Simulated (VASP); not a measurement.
# AlGaN2 (P-4m2) in VASP: notebook

Runs on AlGaN2. Level: r2SCAN. Tasks: single point.

Program: VASP 6.6.1. These are calculated values, not measurements. Logs are shortened: lines on timing, memory, paths and dates and some standing lists are left out, and cuts for length are marked.

### 1 The cell of the first run

The structure is tetragonal, space group P-4m2 (No. 115). The conventional cell has a = 3.078 Å, b = 3.078 Å, c = 4.424 Å, α = 90.00°, β = 90.00°, γ = 90.00°. Within 2.5 Å of Al (site symmetry -4m2) lie 4 N at 1.87 Å. Ga (site symmetry -4m2) has 4 N at 1.93 Å within 2.6 Å. Within 2.5 Å of N (site symmetry 2mm) lie 2 Al at 1.87 Å and 2 Ga at 1.93 Å.

### 2 Single point, r2SCAN (strain -0.0200 x Voigt [1, 1, 0, 0, 0, 0])

POSCAR

```
AlGaN2
1.0
    3.0780595077      0.0000000000      0.0000000000
    0.0000000000      3.0780595077      0.0000000000
    0.0000000000      0.0000000000      4.4238379400
Al Ga N
1 1 2
Direct
    0.5000000000      0.5000000000      0.5000000000
    0.0000000000      0.0000000000      0.0000000000
    0.5000000000      0.0000000000      0.7382648100
    0.0000000000      0.5000000000      0.2617351900
```

INCAR.step1

```
PREC     = Accurate       # precision mode
ENCUT    = 1460           # plane-wave cutoff, eV
ISMEAR   = 0              # smearing method
SIGMA    = 0.05           # smearing width, eV
LREAL    = False          # projectors in reciprocal space
LASPH    = True           # aspherical terms in the spheres
NELM     = 120            # most SCF steps
NBANDS   = 21             # bands
GGA      = PE             # functional
ALGO     = Normal         # electronic algorithm
EDIFF    = 1E-5           # SCF threshold, eV
LWAVE    = True           # write WAVECAR
LCHARG   = False          # write CHGCAR
GGA_COMPAT= False
```

INCAR.step2

```
PREC     = Accurate       # precision mode
ENCUT    = 1460           # plane-wave cutoff, eV
EDIFF    = 1E-6           # SCF threshold, eV
ISMEAR   = 0              # smearing method
SIGMA    = 0.05           # smearing width, eV
LREAL    = False          # projectors in reciprocal space
LASPH    = True           # aspherical terms in the spheres
NELM     = 120            # most SCF steps
ALGO     = Normal         # electronic algorithm
ISIF     = 2              # what is computed and relaxed
LWAVE    = False          # write WAVECAR
LCHARG   = False          # write CHGCAR
METAGGA  = R2SCAN         # meta-GGA
LMIXTAU  = True         
NBANDS   = 21             # bands
ISTART   = 1            
GGA_COMPAT= False
```

KPOINTS

```
regular mesh
0
Gamma
  8 8 6
```

Potentials or basis: VASP PAW PBE potentials, release 64 (Al, Ga_d, N_h).

Launch:

```bash
$ cat potpaw_PBE.64/Al/POTCAR potpaw_PBE.64/Ga_d/POTCAR potpaw_PBE.64/N_h/POTCAR > POTCAR
$ cp INCAR.step1 INCAR
$ mpirun -np 1 vasp_std > vasp.out
$ cp INCAR.step2 INCAR
$ mpirun -np 1 vasp_std > vasp.out
```

OUTCAR:

```text
PREC = Accurate
   ENCUT = 1460
   EDIFF = 1E-6
   ISMEAR = 0
   LREAL = False
   LASPH = True
   NELM = 120
   ISIF = 2
   METAGGA = R2SCAN
   ISTART = 1

 ion  position               nearest neighbor table
   1  0.500  0.500  0.500-   3 1.87   4 1.87   3 1.87   4 1.87   2 3.10   2 3.10   2 3.10   2 3.10
                             2 3.10   2 3.10   2 3.10   2 3.10
   2  0.000  0.000  0.000-   3 1.93   4 1.93   4 1.93   3 1.93   1 3.10   1 3.10   1 3.10   1 3.10
                             1 3.10   1 3.10   1 3.10   1 3.10
   3  0.500  0.000  0.738-   1 1.87   1 1.87   2 1.93   2 1.93
   4  0.000  0.500  0.262-   1 1.87   1 1.87   2 1.93   2 1.93

  LATTYP: Found a simple tetragonal cell.
 ALAT       =     3.0780595077
 C/A-ratio  =     1.4372165090

  Lattice vectors:

 A1 = (   3.0780595077,   0.0000000000,   0.0000000000)
 A2 = (   0.0000000000,   3.0780595077,   0.0000000000)
 A3 = (   0.0000000000,   0.0000000000,   4.4238379400)

Analysis of symmetry for initial positions (statically):
=====================================================================
 Subroutine PRICEL returns:
 Original cell was already a primitive cell.

 Routine SETGRP: Setting up the symmetry group for a
 simple tetragonal supercell.

 Subroutine GETGRP returns: Found  8 space group operations
 (whereof  8 operations were pure point group operations)
 out of a pool of 16 trial point group operations.

The static configuration has the point symmetry D_2d.

Analysis of symmetry for dynamics (positions and initial velocities):
=====================================================================
 Subroutine PRICEL returns:
 Original cell was already a primitive cell.

 Routine SETGRP: Setting up the symmetry group for a
 simple tetragonal supercell.

 Subroutine GETGRP returns: Found  8 space group operations
 (whereof  8 operations were pure point group operations)
 out of a pool of 16 trial point group operations.

The dynamic configuration has the point symmetry D_2d.

 Subroutine INISYM returns: Found  8 space group operations
 (whereof  8 operations are pure point group operations),
 and found     1 'primitive' translations

----------------------------------------------------------------------------------------

                                     Primitive cell

  volume of cell :      41.9134

  direct lattice vectors                    reciprocal lattice vectors
     3.078059508  0.000000000  0.000000000     0.324880009  0.000000000  0.000000000
     0.000000000  3.078059508  0.000000000     0.000000000  0.324880009  0.000000000
     0.000000000  0.000000000  4.423837940     0.000000000  0.000000000  0.226048064

  length of vectors
     3.078059508  3.078059508  4.423837940     0.324880009  0.324880009  0.226048064

  position of ions in fractional coordinates (direct lattice)
     0.500000000  0.500000000  0.500000000
     0.000000000  0.000000000  0.000000000
     0.500000000  0.000000000  0.738264810
     0.000000000  0.500000000  0.261735190

  ion indices of the primitive-cell ions
   primitive index   ion index
                 1           1
                 2           2
                 3           3
                 4           4

----------------------------------------------------------------------------------------

 KPOINTS: regular mesh

Automatic generation of k-mesh.
 Grid dimensions read from file:
 generate k-points for:    8    8    6

 Generating k-lattice:

  Cartesian coordinates                     Fractional coordinates (reciprocal lattice)
     0.040610001  0.000000000  0.000000000     0.125000000  0.000000000  0.000000000
     0.000000000  0.040610001  0.000000000     0.000000000  0.125000000  0.000000000
     0.000000000  0.000000000  0.037674677     0.000000000  0.000000000  0.166666667

  Length of vectors
     0.040610001  0.040610001  0.037674677

  Shift w.r.t. Gamma in fractional coordinates (k-lattice)
     0.000000000  0.000000000  0.000000000

 Subroutine IBZKPT returns following result:
 ===========================================

 Found     60 irreducible k-points:

 Following reciprocal coordinates:
            Coordinates               Weight
  0.000000  0.000000  0.000000      1.000000
  0.125000  0.000000  0.000000      4.000000
  0.250000  0.000000  0.000000      4.000000
  0.375000  0.000000  0.000000      4.000000
  0.500000  0.000000  0.000000      2.000000
  0.125000  0.125000  0.000000      4.000000
[... 16 lines left out ...]
  0.375000  0.125000  0.166667     16.000000
  0.500000  0.125000  0.166667      8.000000
 [... further k-points ...]
   k-points           NKPTS =     60   k-points in BZ     NKDIM =     60   number of bands    NBANDS=     21
   number of dos      NEDOS =    301   number of ions     NIONS =      4
   total plane-waves  NPLWV =  89600
   dimension x,y,z NGX =    40 NGY =   40 NGZ =   56
   dimension x,y,z NGXF=    80 NGYF=   80 NGZF=  112
   ions per type =               1   1   2
   NGX,Y,Z   is equivalent  to a cutoff of  21.60, 21.60, 21.04 a.u.
   NGXF,Y,Z  is equivalent  to a cutoff of  43.21, 43.21, 42.09 a.u.
 SYSTEM =  unknown system
   PREC   = accura    normal or accurate (medium, high low for compatibility)
   ISTART =      1    job   : 0-new  1-cont  2-samecut
   ICHARG =      0    charge: 1-file 2-atom 10-const
   ISPIN  =      1    spin polarized calculation?
   LNONCOLLINEAR =      F non collinear calculations
   LSORBIT =      F    spin-orbit coupling
   LASPH  =      T    aspherical Exc in radial PAW
   ENCUT  = 1460.0 eV 107.31 Ry   10.36 a.u.   9.59  9.59 13.78*2*pi/ulx,y,z
   NELM   =    120;   NELMIN=  2; NELMDL=  0     # of ELM steps
   EDIFF  = 0.1E-05   stopping-criterion for ELM
   LREAL  =      F    real-space projection
   EDIFFG = 0.1E-04   stopping-criterion for IOM
   NSW    =      0    number of steps for IOM
   IBRION =     -1    ionic relax: 0-MD 1-quasi-New 2-CG
   NFREE  =      0    steps in history (QN), initial steepest desc. (CG)
   ISIF   =      2    stress and relaxation
   ISYM   =      2    0-nonsym 1-usesym 2-fastsym
   POTIM  = 0.5000    time-step for ionic-motion
   TEBEG  =    0.0;   TEEND  =   0.0 temperature during run
   PSTRESS=    0.0 pullay stress
   NELECT =      26.0000    total number of electrons
   NUPDOWN=      -1.0000    fix difference up-down
   EMIN   =  10.00;   EMAX   =-10.00  energy-range for DOS
   EFERMI =   0.00;   METHOD = LEGACY
   ISMEAR =     0;   SIGMA  =   0.05  broadening in eV -4-tet -1-fermi 0-gaus
   EFERMI_NEDOS =   21; number of points for ismear=-14 and -15
   IALGO  =     38    algorithm
   IMIX   =      4    mixing-type and parameters
     AMIX     =   0.40;   BMIX     =  1.00
     AMIX_MAG =   1.60;   BMIX_MAG =  1.00
  volume/ion in A,a.u.               =      10.48        70.71
  Fermi-wavevector in a.u.,A,eV,Ry     =   1.396202  2.638439 26.522919  1.949380
  Thomas-Fermi vector in A             =   2.519579
   LORBIT       =      0    0 simple, 1 ext, 2 COOP (PROOUT), +10 PAW based schemes
   METAGGA = R2SCAN    functional components
   LHFCALC =     F    Hartree Fock is set to
   AEXX    =    0.0000 exact exchange contribution
   IVDW    =     0    specifies the selected vdW correction
   LEPSILON=     F    determine dielectric tensor
   LRPA    =     F    only Hartree local field effects (RPA)
 non-spin polarized calculation
 Gauss-broadening in eV      SIGMA  =   0.05
  energy-cutoff  :     1460.00
  volume of cell :       41.91
 maximum number of plane-waves:      5352
 NGX is ok and might be reduce to    40
   NGX = 19   NGY = 19   NGZ = 27

 number of electron      26.0000000 magnetization

 Free energy of the ion-electron system (eV)
  ---------------------------------------------------
  ext. energy  EPLUGINS =         0.00000000
  ---------------------------------------------------
  free energy    TOTEN  =       -41.02562765 eV

  energy without entropy =      -41.02562765  energy(sigma->0) =      -41.02562765

 E-fermi :   6.4023     XC(G=0): -12.2735

 val. band max:        6.1488533615   @ k =   0.0000   0.0000   0.0000
 cond. band min:       9.7899109523   @ k =   0.0000   0.0000   0.0000
 fundamental gap:      3.6410575908
 Fermi energy:         6.4023180483

 k-point     1 :       0.0000    0.0000    0.0000
  band No.  band energies     occupation
      1     -10.4666      2.00000
      2      -8.7227      2.00000
      3      -7.1971      2.00000
      4      -7.1971      2.00000
      5      -7.1252      2.00000
      6      -6.9517      2.00000
[... 13 lines left out ...]
     20      20.1233      0.00000
     21      22.7686      0.00000

 k-point     2 :       0.1250    0.0000    0.0000
  band No.  band energies     occupation
      1     -10.3235      2.00000
      2      -8.7239      2.00000
      3      -7.2119      2.00000
      4      -7.1939      2.00000
      5      -7.0976      2.00000
      6      -6.9649      2.00000
[... 13 lines left out ...]
     20      19.9175      0.00000
     21      22.2221      0.00000

 k-point     3 :       0.2500    0.0000    0.0000
  band No.  band energies     occupation
      1      -9.9362      2.00000
      2      -8.7444      2.00000
      3      -7.2059      2.00000
      4      -7.1860      2.00000
      5      -7.0163      2.00000
      6      -6.9966      2.00000
[... 13 lines left out ...]
     20      19.3486      0.00000
     21      21.0106      0.00000
[... 457 lines left out ...]
 k-point    23 :       0.3750    0.1250    0.1667
  band No.  band energies     occupation
      1      -9.3084      2.00000
      2      -8.8099      2.00000
      3      -7.1889      2.00000
      4      -7.1005      2.00000
      5      -7.0524      2.00000
      6      -6.7715      2.00000
[... 13 lines left out ...]
     20      19.4246      0.00000
     21      19.8727      0.00000

 k-point    24 :       0.5000    0.1250    0.1667
  band No.  band energies     occupation
      1      -9.0524      2.00000
      2      -8.9004      2.00000
      3      -7.1806      2.00000
      4      -7.0789      2.00000
      5      -7.0675      2.00000
      6      -6.5055      2.00000
[... 13 lines left out ...]
     20      19.4934      0.00000
     21      19.6503      0.00000

 [... further k-points ...]

------------------------ aborting loop because EDIFF is reached ----------------------------------------

  FORCE on cell =-STRESS in cart. coord.  units (eV):
  Direction    XX          YY          ZZ          XY          YZ          ZX
  --------------------------------------------------------------------------------------
  -------------------------------------------------------------------------------------
  Total        2.5662475      2.5662475      1.8089133      0.0000000      0.0000000     -0.0000000
  in kB       98.0970382     98.0970382     69.1472813      0.0000000      0.0000000     -0.0000000
  external PRESSURE =      88.4471193 kB  Pullay stress =       0.0000000 kB

 VOLUME and BASIS-vectors are now :
 -----------------------------------------------------------------------------
  energy-cutoff  :     1460.00
  volume of cell :       41.91
      direct lattice vectors                 reciprocal lattice vectors
     3.078059508  0.000000000  0.000000000     0.324880009  0.000000000  0.000000000
     0.000000000  3.078059508  0.000000000     0.000000000  0.324880009  0.000000000
     0.000000000  0.000000000  4.423837940     0.000000000  0.000000000  0.226048064

 POSITION                                       TOTAL-FORCE (eV/Angst)
 -----------------------------------------------------------------------------------
      1.53903      1.53903      2.21192        -0.000000      0.000000      0.000000
      0.00000      0.00000      0.00000        -0.000000     -0.000000      0.000000
      1.53903      0.00000      3.26596         0.000000     -0.000000      0.033597
      0.00000      1.53903      1.15787        -0.000000     -0.000000     -0.033597
 -----------------------------------------------------------------------------------
    total drift:                               -0.000000      0.000000      0.000000

  FREE ENERGIE OF THE ION-ELECTRON SYSTEM (eV)
  ---------------------------------------------------
  free  energy   TOTEN  =       -41.0256276484 eV

  energy  without entropy=      -41.0256276484  energy(sigma->0) =      -41.02562765
```

Run time: 12 min. Hardware: 1 thread of Intel Xeon Platinum 8259CL at 2.50GHz (Skylake/Cascade Lake), shared host; peak memory 0.5 GiB.

Results:

```
Free energy            : -41.0256 eV
Pressure               : 8.8 GPa
Largest force          : 0.034 eV/Å
Band gap on the k mesh : 3.64 eV
```

Forces on the atoms (eV/Å):
```
Al   0.000  0.000  0.000
Ga   0.000  0.000  0.000
N    0.000  0.000  0.034
N    0.000  0.000 -0.034
```

Stress tensor (GPa, compression positive):
```
9.81 0.00 0.00
0.00 9.81 0.00
0.00 0.00 6.91
```

Caveat: the cell differs from its parent crystal (strain -0.0200 x Voigt [1, 1, 0, 0, 0, 0]); the cell stands under pressure; the PAW data sets were made with another functional, which shifts forces and pressure a little. A k mesh can miss the band edges.

### 3 Single point, r2SCAN (strain -0.0150 x Voigt [1, 1, 0, 0, 0, 0])

Edit POSCAR of step 2 so:

```diff
@@ -2,4 +2,4 @@
 1.0
-    3.0780595077      0.0000000000      0.0000000000
-    0.0000000000      3.0780595077      0.0000000000
+    3.0937638930      0.0000000000      0.0000000000
+    0.0000000000      3.0937638930      0.0000000000
     0.0000000000      0.0000000000      4.4238379400
```

INCAR.step1

```
SYSTEM = AlGaN2
PREC     = Accurate       ! precision mode
ENCUT    = 1460           ! plane-wave cutoff, eV
ISMEAR   = 0              ! smearing method
SIGMA    = 0.05           ! smearing width, eV
LREAL    = .FALSE.        ! projectors in reciprocal space
LASPH    = .TRUE.         ! aspherical terms in the spheres
NELM     = 120            ! most SCF steps
NBANDS   = 21             ! bands
GGA      = PE             ! functional
ALGO     = Normal         ! electronic algorithm
EDIFF    = 1E-5           ! SCF threshold, eV
LWAVE    = .TRUE.         ! write WAVECAR
LCHARG   = .FALSE.        ! write CHGCAR
GGA_COMPAT= .FALSE.
```

INCAR.step2

```
SYSTEM = AlGaN2
PREC     = Accurate       ! precision mode
ENCUT    = 1460           ! plane-wave cutoff, eV
EDIFF    = 1E-6           ! SCF threshold, eV
ISMEAR   = 0              ! smearing method
SIGMA    = 0.05           ! smearing width, eV
LREAL    = .FALSE.        ! projectors in reciprocal space
LASPH    = .TRUE.         ! aspherical terms in the spheres
NELM     = 120            ! most SCF steps
ALGO     = Normal         ! electronic algorithm
ISIF     = 2              ! what is computed and relaxed
LWAVE    = .FALSE.        ! write WAVECAR
LCHARG   = .FALSE.        ! write CHGCAR
METAGGA  = R2SCAN         ! meta-GGA
LMIXTAU  = .TRUE.       
NBANDS   = 21             ! bands
ISTART   = 1            
GGA_COMPAT= .FALSE.
```

KPOINTS

```
regular mesh
0
G
  8 8 6
  0 0 0
```

Potentials or basis: VASP PAW PBE potentials, release 64 (Al, Ga_d, N_h).

Launch:

```bash
$ cat potpaw_PBE.64/Al/POTCAR potpaw_PBE.64/Ga_d/POTCAR potpaw_PBE.64/N_h/POTCAR > POTCAR
$ cp INCAR.step1 INCAR
$ mpirun -np 1 vasp_std > vasp.out
$ cp INCAR.step2 INCAR
$ mpirun -np 1 vasp_std > vasp.out
```

Run time: 10 min. Hardware: 1 thread of Intel Xeon Platinum 8259CL at 2.50GHz (Skylake/Cascade Lake), shared host; peak memory 0.5 GiB.

It converged, with:

```
Free energy            : -41.0486 eV
Pressure               : 6.5 GPa
Largest force          : 0.026 eV/Å
Band gap on the k mesh : 3.57 eV
```

Forces in eV/Å, atoms in the order of the input:
```
Al   0.000  0.000  0.000
Ga   0.000  0.000  0.000
N    0.000  0.000  0.026
N    0.000  0.000 -0.026
```

Stress tensor (GPa, compression positive):
```
7.18 0.00 0.00
0.00 7.18 0.00
0.00 0.00 5.05
```

Levels at points of the mesh, in eV from the valence-band top:
| k point | band 10 | band 11 | band 12 | band 13 | band 14 | band 15 | band 16 | band 17 |
| --- | --- | --- | --- | --- | --- | --- | --- | --- |
| (0.00, 0.00, 0.00) | -2.40 | -0.31 | 0.00 | 0.00 | 3.57 | 4.17 | 8.70 | 12.29 |
| (0.50, 0.00, 0.00) | -3.14 | -3.06 | -1.04 | -0.63 | 7.93 | 8.03 | 8.98 | 9.47 |
| (0.50, 0.50, 0.00) | -2.48 | -2.44 | -2.44 | -2.44 | 3.81 | 3.81 | 7.05 | 9.64 |
| (0.00, 0.00, 0.50) | -1.65 | -1.65 | -0.98 | -0.98 | 5.94 | 6.08 | 8.93 | 10.39 |
| (0.50, 0.00, 0.50) | -1.02 | -1.01 | -0.72 | -0.52 | 6.02 | 7.49 | 10.18 | 10.47 |
| (0.50, 0.50, 0.50) | -4.18 | -3.44 | -3.36 | -3.36 | 6.74 | 6.74 | 9.86 | 11.83 |

Caveat: the cell differs from its parent crystal (strain -0.0150 x Voigt [1, 1, 0, 0, 0, 0]); the cell stands under pressure; the PAW data sets were made with another functional, which shifts forces and pressure a little. A k mesh can miss the band edges.

[end of part 1 of 2]
